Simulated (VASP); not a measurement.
# KF (R-3m) in VASP: a series of runs, part 2 of 2

VASP 6.6.1. Earlier steps stand in the parts before.

### 4 Single point, PBE (21.51 Å³/atom)

The input, INCAR:

```
ALGO = Normal
EDIFF = 1E-6
ENCUT = 520
GGA = PE
ISIF = 2
ISMEAR = 0
LASPH = T
LCHARG = T
LELF = T
LREAL = F
LVHAR = T
LWAVE = F
NBANDS = 15
NELM = 60
PREC = Accurate
SIGMA = 0.05
```

The input, KPOINTS:

```
k-points
0
Gamma
  8 8 8
```

The input, POSCAR:

```
KF
1.0
    0.0597964745      2.8111679985      2.8111679985
    2.8111679985      0.0597964745      2.8111679985
    2.8111679985      2.8111679985      0.0597964745
K F
1 1
Direct
    0.0000000000      0.0000000000      0.0000000000
    0.5000000000      0.5000000000      0.5000000000
```

Potentials or basis: VASP PAW PBE potentials, release 64 (K_sv, F).

Command:

```
$ cat potpaw_PBE.64/K_sv/POTCAR potpaw_PBE.64/F/POTCAR > POTCAR
$ mpirun -np 1 vasp_std > vasp.out
```

OUTCAR:

```text
EDIFF = 1E-6
   ENCUT = 520
   GGA = PE
   ISIF = 2
   ISMEAR = 0
   LASPH = T
   LREAL = F
   NELM = 60
   PREC = Accurate

 ion  position               nearest neighbor table
   1  0.000  0.000  0.000-   2 2.78   2 2.78   2 2.78   2 2.78   2 2.78   2 2.78
   2  0.500  0.500  0.500-   1 2.78   1 2.78   1 2.78   1 2.78   1 2.78   1 2.78

  LATTYP: Found a trigonal (rhomboedric) cell.
 ALAT       =     3.9760415805
 COS(alpha) =     0.5211531429

  Lattice vectors:

 A1 = (   0.0597964745,   2.8111679985,   2.8111679985)
 A2 = (   2.8111679985,   0.0597964745,   2.8111679985)
 A3 = (   2.8111679985,   2.8111679985,   0.0597964745)

Analysis of symmetry for initial positions (statically):
=====================================================================
 Subroutine PRICEL returns:
 Original cell was already a primitive cell.

 Routine SETGRP: Setting up the symmetry group for a
 trigonal (rhombohedral) supercell.

 Subroutine GETGRP returns: Found 12 space group operations
 (whereof 12 operations were pure point group operations)
 out of a pool of 12 trial point group operations.

The static configuration has the point symmetry D_3d.

Analysis of symmetry for dynamics (positions and initial velocities):
=====================================================================
 Subroutine PRICEL returns:
 Original cell was already a primitive cell.

 Routine SETGRP: Setting up the symmetry group for a
 trigonal (rhombohedral) supercell.

 Subroutine GETGRP returns: Found 12 space group operations
 (whereof 12 operations were pure point group operations)
 out of a pool of 12 trial point group operations.

The dynamic configuration has the point symmetry D_3d.

 Subroutine INISYM returns: Found 12 space group operations
 (whereof 12 operations are pure point group operations),
 and found     1 'primitive' translations

[... 120 lines left out ...]
   LHFCALC =     F    Hartree Fock is set to
   AEXX    =    0.0000 exact exchange contribution
   IVDW    =     0    specifies the selected vdW correction
   LEPSILON=     F    determine dielectric tensor
   LRPA    =     F    only Hartree local field effects (RPA)
 non-spin polarized calculation
 Gauss-broadening in eV      SIGMA  =   0.05
  energy-cutoff  :      520.00
  volume of cell :       43.01
 maximum number of plane-waves:      1183
 NGX is ok and might be reduce to    30
   NGX = 15   NGY = 15   NGZ = 15

 number of electron      16.0000002 magnetization

 Free energy of the ion-electron system (eV)
  ---------------------------------------------------
  ext. energy  EPLUGINS =         0.00000000
  ---------------------------------------------------
  free energy    TOTEN  =        -8.28011530 eV

  energy without entropy =       -8.28011530  energy(sigma->0) =       -8.28011530

 E-fermi :  -2.8256     XC(G=0):  -7.8760

 val. band max:       -3.0755307189   @ k =   0.0000   0.0000   0.0000
 cond. band min:       2.4862944980   @ k =   0.0000   0.0000   0.0000
 fundamental gap:      5.5618252168
 Fermi energy:        -2.8255616689

 k-point     1 :       0.0000    0.0000    0.0000
  band No.  band energies     occupation
      1     -29.5883      2.00000
      2     -21.6817      2.00000
      3     -12.9114      2.00000
      4     -12.9076      2.00000
      5     -12.9076      2.00000
      6      -3.1094      2.00000
      7      -3.0755      2.00000
      8      -3.0755      2.00000
      9       2.4863      0.00000
     10       7.0528      0.00000
     11       7.3287      0.00000
     12       7.3287      0.00000
     13       8.7658      0.00000
     14       8.7658      0.00000
[... 401 lines left out ...]
      2     -21.7067      2.00000
      3     -13.0467      2.00000
      4     -12.9729      2.00000
      5     -12.9231      2.00000
      6      -3.5537      2.00000
      7      -3.2762      2.00000
      8      -3.2184      2.00000
      9       4.4627      0.00000
     10       6.4271      0.00000
     11       8.0042      0.00000
     12       8.2328      0.00000
     13       9.3620      0.00000
     14       9.7000      0.00000
     15      13.6267      0.00000

 [... further k-points ...]

------------------------ aborting loop because EDIFF is reached ----------------------------------------

  FORCE on cell =-STRESS in cart. coord.  units (eV):
  Direction    XX          YY          ZZ          XY          YZ          ZX
  --------------------------------------------------------------------------------------
  -------------------------------------------------------------------------------------
  Total       -0.5095252     -0.5095252     -0.5095252     -0.0846243     -0.0846243     -0.0846243
  in kB      -18.9787000    -18.9787000    -18.9787000     -3.1520697     -3.1520697     -3.1520697
  external PRESSURE =     -18.9787000 kB  Pullay stress =       0.0000000 kB

 VOLUME and BASIS-vectors are now :
 -----------------------------------------------------------------------------
  energy-cutoff  :      520.00
  volume of cell :       43.01
      direct lattice vectors                 reciprocal lattice vectors
     0.059796475  2.811167999  2.811167999    -0.183639975  0.179815120  0.179815120
     2.811167999  0.059796475  2.811167999     0.179815120 -0.183639975  0.179815120
     2.811167999  2.811167999  0.059796475     0.179815120  0.179815120 -0.183639975

 POSITION                                       TOTAL-FORCE (eV/Angst)
 -----------------------------------------------------------------------------------
      0.00000      0.00000      0.00000         0.000000      0.000000      0.000000
      2.84107      2.84107      2.84107        -0.000000     -0.000000     -0.000000
 -----------------------------------------------------------------------------------
    total drift:                                0.000000      0.000000      0.000000

  FREE ENERGIE OF THE ION-ELECTRON SYSTEM (eV)
  ---------------------------------------------------
  free  energy   TOTEN  =        -8.2801153018 eV

  energy  without entropy=       -8.2801153018  energy(sigma->0) =       -8.28011530
```

OSZICAR:

```text
N       E                     dE             d eps       ncg     rms          rms(c)
DAV:   1     0.107699365753E+03    0.10770E+03   -0.80709E+03  1950   0.102E+03
DAV:   2    -0.483661150265E+01   -0.11254E+03   -0.10361E+03  2563   0.277E+02
DAV:   3    -0.945414457522E+01   -0.46175E+01   -0.45966E+01  2634   0.503E+01
DAV:   4    -0.958898045224E+01   -0.13484E+00   -0.13482E+00  2643   0.787E+00
DAV:   5    -0.958999730671E+01   -0.10169E-02   -0.10169E-02  2666   0.673E-01    0.622E+00
DAV:   6    -0.832147356815E+01    0.12685E+01   -0.37522E+00  2055   0.138E+01    0.347E+00
DAV:   7    -0.828469010809E+01    0.36783E-01   -0.67380E-02  2363   0.219E+00    0.192E+00
DAV:   8    -0.827749589575E+01    0.71942E-02   -0.58326E-02  2251   0.231E+00    0.204E-01
DAV:   9    -0.827930022522E+01   -0.18043E-02   -0.36202E-03  2328   0.502E-01    0.120E-01
DAV:  10    -0.827996889072E+01   -0.66867E-03   -0.48618E-04  2111   0.182E-01    0.689E-02
DAV:  11    -0.828011363173E+01   -0.14474E-03   -0.13462E-04  2139   0.940E-02    0.176E-02
DAV:  12    -0.828011482591E+01   -0.11942E-05   -0.10203E-05  2391   0.300E-02    0.380E-03
DAV:  13    -0.828011530175E+01   -0.47584E-06   -0.20275E-06  2195   0.122E-02
   1 F= -.82801153E+01 E0= -.82801153E+01  d E =-.165793E-14
```

stdout:

```text
POSCAR found type information on POSCAR K F
 POSCAR found :  2 types and       2 ions
 scaLAPACK will be used
 LDA part: xc-table for (Slater+PW92), standard interpolation
 POSCAR, INCAR and KPOINTS ok, starting setup
 FFT: planning ... GRIDC
 FFT: planning ... GRID_SOFT
 FFT: planning ... GRID
 WAVECAR not read
 entering main loop
```

Wall time 54 s (1 thread of Intel Xeon 8259CL, shared host); peak memory 0.19 GiB.

What came out:

```
Free energy            : -8.2801 eV
Pressure               : -1.9 GPa
Band gap on the k mesh : 5.56 eV
```

Levels at points of the mesh, in eV from the valence-band top:
```csv
k point,band 5,band 6,band 7,band 8,band 9,band 10,band 11,band 12
"(0.00, 0.00, 0.00)",-9.83,-0.03,0.00,0.00,5.56,10.13,10.40,10.40
"(0.50, 0.00, 0.00)",-9.86,-0.68,-0.30,-0.26,8.57,9.76,11.37,11.63
"(0.50, 0.50, 0.00)",-9.97,-0.27,-0.10,-0.07,8.05,9.63,10.87,12.94
"(0.50, 0.50, 0.50)",-9.86,-0.69,-0.24,-0.24,8.45,9.65,11.45,11.45
```

A k mesh can miss the band edges.

### 5 Single point, PBE (21.51 Å³/atom)

The input, INCAR:

```
SYSTEM = KF
  ALGO = Normal
  EDIFF = 1E-6
  ENCUT = 520
  GGA = PE
  ISIF = 2
  ISMEAR = 0
  LASPH = .TRUE.
  LCHARG = .FALSE.
  LREAL = .FALSE.
  LWAVE = .FALSE.
  NBANDS = 15
  NELM = 80
  PREC = Accurate
  SIGMA = 0.05
```

The input, KPOINTS:

```
k-points
0
G
  8 8 8
  0 0 0
```

The input, POSCAR:

```
KF
1.0
   -0.0592157874      2.7516601956      2.7516601956
    2.7516601956     -0.0592157874      2.7516601956
    2.7516601956      2.7516601956     -0.0592157874
K F
1 1
Direct
    0.0000000000      0.0000000000      0.0000000000
    0.5000000000      0.5000000000      0.5000000000
```

Command:

```
$ cat potpaw_PBE.64/K_sv/POTCAR potpaw_PBE.64/F/POTCAR > POTCAR
$ mpirun -np 1 vasp_std > vasp.out
```

It took 57 s on 1 thread of Intel Xeon 8259CL, shared host; peak memory 0.19 GiB.

Results (log left out):

| Quantity | Value |
| --- | --- |
| Free energy | -8.2803 eV |
| Pressure | -1.9 GPa |
| Band gap on the k mesh | 5.55 eV |

Stress tensor (GPa, compression positive):
```
-1.90  0.28  0.28
 0.28 -1.90  0.28
 0.28  0.28 -1.90
```

Levels at points of the mesh, in eV from the valence-band top:
| k point | band 6 | band 7 | band 8 | band 9 | band 10 | band 11 |
| --- | --- | --- | --- | --- | --- | --- |
| (0.00, 0.00, 0.00) | -0.03 | -0.03 | 0.00 | 5.55 | 10.20 | 10.20 |
| (0.50, 0.00, 0.00) | -0.69 | -0.29 | -0.25 | 8.50 | 9.69 | 11.33 |
| (0.50, 0.50, 0.00) | -0.28 | -0.11 | -0.08 | 8.05 | 9.62 | 10.86 |
| (0.50, 0.50, 0.50) | -0.68 | -0.31 | -0.31 | 8.62 | 9.81 | 11.50 |

A k mesh can miss the band edges. As with any semilocal functional, this PBE gap is likely too small.

### 6 Summary

| cell | gap on the mesh (eV) | pressure (GPa) |
| --- | --- | --- |
| a = 3.954 Å, angles 59.3°, 2 atoms | 5.57 | -1.9 |
| a = 3.998 Å, angles 57.9°, 2 atoms | 5.55 | -1.9 |
| a = 3.976 Å, angles 58.6°, 2 atoms | 5.56 | -1.9 |
| a = 3.892 Å, angles 61.4°, 2 atoms | 5.55 | -1.9 |

Alike in all rows: task single point; level PBE; potentials or basis VASP PAW PBE potentials, release 64 (K_sv, F); no spin polarisation; k mesh 8 × 8 × 8; cutoff (eV) 520; smearing gaussian 0.05 eV.

Absolute energies hang on the potentials; compare differences alone.
